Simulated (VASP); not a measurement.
Set up this calculation in VASP 6.6.1, as the native input.

```yaml
Task: single point
Functional: r2SCAN
Potentials_or_basis: VASP PAW PBE potentials, release 64 (Pb_d, S)
Cutoff: 520 eV
k_mesh: 4 × 4 × 3, shifted
Occupations: fermi-dirac, width 0.1 eV
Spin: no spin polarisation
Dipole_correction: no
Further_INCAR_settings: ALGO = Normal; EDIFF = 1e-06; NBANDS = 28
```

The system is PbS.

```
Pb S
1.0
    -2.93082    0.00530    2.91729
     2.98536    0.02391    2.97183
     0.01861    5.85592    0.02921
Pb S
2 2
Cartesian
  2.7601 0.0611 2.7966
  0.1163 3.0147 2.8463
  0.0653 2.9009 5.7750
  0.0327 5.8337 2.9533
```

The input as run:

POSCAR

```
PbS
1.0
   -2.9308180000      0.0053000000      2.9172910000
    2.9853570000      0.0239080000      2.9718290000
    0.0186090000      5.8559220000      0.0292080000
Pb S
2 2
Direct
    0.0083830000      0.9327370000      0.0066140000
    0.4670450000      0.4942670000      0.5123730000
    0.9777120000      0.9786520000      0.4904970000
    0.4987660000      0.4944020000      0.9937370000
```

INCAR.step1

```
SYSTEM = PbS
ALGO = Normal ; EDIFF = 1E-4
ENCUT = 520 ; GGA = PE
ISMEAR = -1 ; LASPH = .TRUE.
LCHARG = .FALSE. ; LREAL = .FALSE.
LWAVE = .TRUE. ; NBANDS = 28
NELM = 100 ; PREC = Accurate
SIGMA = 0.1
```

INCAR.step2

```
SYSTEM = PbS
ALGO = Normal ; EDIFF = 1E-6
ENCUT = 520 ; ISIF = 2
ISMEAR = -1 ; ISTART = 1
LASPH = .TRUE. ; LCHARG = .TRUE.
LELF = .TRUE. ; LMIXTAU = .TRUE.
LREAL = .FALSE. ; LVHAR = .TRUE.
LWAVE = .FALSE. ; METAGGA = R2SCAN
NBANDS = 28 ; NELM = 100
PREC = Accurate ; SIGMA = 0.1
```

KPOINTS

```
Automatic mesh
0
Gamma
  4 4 3
  0.5 0 0
```

Potentials or basis: VASP PAW PBE potentials, release 64 (Pb_d, S).

Command:

```bash
$ cat potpaw_PBE.64/Pb_d/POTCAR potpaw_PBE.64/S/POTCAR > POTCAR
$ cp INCAR.step1 INCAR
$ mpirun -np 1 vasp_std > vasp.out
$ cp INCAR.step2 INCAR
$ mpirun -np 1 vasp_std > vasp.out
```

It gave:

- Pressure: 3.4 GPa
- Largest force: 0.563 eV/Å
- Band gap on the k mesh: 1.95 eV, direct

Caveat: the PAW data sets were made with another functional, which shifts forces and pressure a little; spin-orbit coupling is left out, which moves the levels of the heavy elements.

Run time: 2.4 min on 1 thread of AMD EPYC 7R13 Processor (Zen 3), with other jobs on the host, peak memory 0.22 GiB.
